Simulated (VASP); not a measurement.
The system is LaO4.

```
La O
1.0
     4.07470    0.00000    0.00000
     0.00000    4.07470    0.00000
     0.00000    0.00000    6.63897
La O
1 4
Direct
  0.50000 0.50000 0.00000
  0.50000 0.50000 0.40836
  0.50000 0.50000 0.59164
  0.00000 0.50000 0.84794
  0.50000 0.00000 0.15206
```

The cell was generated, and may not be a known phase.

- Program: VASP 6.6.1
- Task: relaxation of cell and atoms
- Functional: PBE
- Potentials or basis: VASP PAW PBE potentials, release 64 (La, O)
- Cutoff: 600 eV
- k mesh: 10 × 10 × 6
- Occupations: gaussian, width 0.1 eV
- Spin: no spin polarisation

At the start: pressure 0.2 GPa; volume 22.05 Å³/atom.

Where does the relaxation end?

Over 28 steps the energy falls by 2.8 meV/atom and the volume is 21.92 Å³/atom (-0.6 %); space group P-4m2 (No. 115, to 0.1 Å) before and after.

Step by step:
```tsv
step	energy change (eV)	largest force (eV/Å)	pressure (GPa)	volume (Å³)
1	0.0000	1.2290	0.23	110.23
2	0.3080	4.7488	-3.55	110.73
3	-0.0107	0.0991	-0.53	110.30
4	-0.0108	0.0976	-0.48	110.29
5	-0.0108	0.0975	-0.46	110.29
6	-0.0128	0.0328	-0.05	109.46
7	-0.0129	0.0344	0.06	109.24
8	-0.0132	0.0813	-0.01	109.26
9	-0.0132	0.1490	-0.06	109.27
10	-0.0133	0.1467	-0.05	109.27
11	-0.0134	0.1385	-0.05	109.27
12	-0.0136	0.1224	-0.04	109.28
13	-0.0140	0.0888	-0.01	109.29
14	-0.0139	0.0201	0.05	109.30
15	-0.0141	0.0537	0.02	109.30
16	-0.0141	0.0590	0.01	109.29
17	-0.0141	0.0163	0.04	109.30
18	-0.0141	0.0103	0.05	109.30
19	-0.0141	0.0109	0.04	109.31
20	-0.0141	0.0120	0.03	109.35
21	-0.0141	0.0146	0.00	109.43
22	-0.0141	0.0193	-0.06	109.59
23	-0.0141	0.0161	-0.03	109.49
24	-0.0141	0.0150	-0.01	109.51
25	-0.0141	0.0249	0.00	109.52
26	-0.0141	0.0231	0.00	109.53
27	-0.0141	0.0181	0.00	109.55
28	-0.0142	0.0079	0.00	109.59
```

Final structure:
```
La O
1.0
     4.08071    0.00000    0.00000
     0.00000    4.08071    0.00000
     0.00000    0.00000    6.58096
La O
1 4
Cartesian
  2.0404 2.0404 0.0000
  2.0404 2.0404 2.6726
  2.0404 2.0404 3.9083
  0.0000 2.0404 5.5953
  2.0404 0.0000 0.9857
```

Caveat: the standard files for N, O and F lose accuracy on very short bonds; an odd number of electrons without spin polarisation forces a metal; a magnetic or distorted state may lie lower.
